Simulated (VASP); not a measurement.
Input of a VASP 6.6.1 run:

INCAR

```
SYSTEM = InSb
  PREC = Accurate
  ENCUT = 520
  EDIFF = 1E-8
  ISMEAR = -1
  SIGMA = 0.03
  LREAL = .FALSE.
  LASPH = .TRUE.
  NELM = 60
  ALGO = Normal
  ISIF = 2
  LWAVE = .FALSE.
  LCHARG = .FALSE.
  GGA = PE
  LEFG = .TRUE.
  NBANDS = 16
```

File KPOINTS:

```
regular mesh
0
G
  10 10 10
  0 0 0
```

File POSCAR:

```
InSb
1.0
    0.0000000000      3.2282668087      3.2282668087
    3.2282668087      0.0000000000      3.2282668087
    3.2282668087      3.2282668087      0.0000000000
In Sb
1 1
Direct
    0.0000000000      0.0000000000      0.0000000000
    0.7500000000      0.7500000000      0.7500000000
```

Potentials or basis: VASP PAW PBE potentials, release 64 (In_d, Sb).

Command:

```bash
$ cat potpaw_PBE.64/In_d/POTCAR potpaw_PBE.64/Sb/POTCAR > POTCAR
$ mpirun -np 1 vasp_std > vasp.out
```

Q: Predict the band gap on the k mesh.

A: Zero (filled and empty bands touch).

Q: What does it give for the pressure?

A: 3.7 GPa.

Caveat: the cell stands under pressure; semilocal functionals underestimate gaps, so a narrow gap can read as zero; spin-orbit coupling is left out, which moves the levels of the heavy elements.
